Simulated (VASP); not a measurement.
Set up this calculation in VASP 6.6.1, as the native input.

* Task: single point
* Functional: LDA
* Potentials or basis: VASP PAW LDA potentials, release 64 (Zr_sv, O)
* Cutoff: 600 eV
* k mesh: 8 × 8 × 8
* Occupations: gaussian, width 0.02 eV
* Spin: no spin polarisation
* Dipole correction: no
* Further INCAR settings: ALGO = Normal; EDIFF = 1e-06; NBANDS = 19

The structure of ZrO2 (l.b) lies in POSCAR:

```
ZrO2
1.0
    0.0000000000      2.5132361920      2.5132361920
    2.5132361920      0.0000000000      2.5132361920
    2.5132361920      2.5132361920      0.0000000000
Zr O
1 2
Direct
    0.0000000000      0.0000000000      0.0000000000
    0.2500000000      0.2500000000      0.2500000000
    0.7500000000      0.7500000000      0.7500000000
```

These files were run (other wordings do the same):

INCAR

```
PREC     = Accurate       # precision mode
ENCUT    = 600            # plane-wave cutoff, eV
EDIFF    = 1E-6           # SCF threshold, eV
ISMEAR   = 0              # smearing method
SIGMA    = 0.02           # smearing width, eV
LREAL    = F              # projectors in reciprocal space
LASPH    = T              # aspherical terms in the spheres
NELM     = 120            # most SCF steps
ALGO     = Normal         # electronic algorithm
ISIF     = 2              # what is computed and relaxed
LWAVE    = F              # write WAVECAR
LCHARG   = F              # write CHGCAR
NBANDS   = 19             # bands
GGA_COMPAT= F
```

KPOINTS

```
regular mesh
0
Gamma
  8 8 8
```

Potentials or basis: VASP PAW LDA potentials, release 64 (Zr_sv, O).

Launch:

```sh
$ cat potpaw_LDA.64/Zr_sv/POTCAR potpaw_LDA.64/O/POTCAR > POTCAR
$ mpirun -np 1 vasp_std > vasp.out
```

It gave:

```json
{"Pressure": "0.6 GPa", "Band gap on the k mesh": "3.33 eV, indirect (least direct gap 3.79 eV)"}
```

Run time: 12 s on 1 thread of Intel(R) Xeon(R) Platinum 8488C (Sapphire Rapids), with other jobs on the host, peak memory 0.15 GiB.
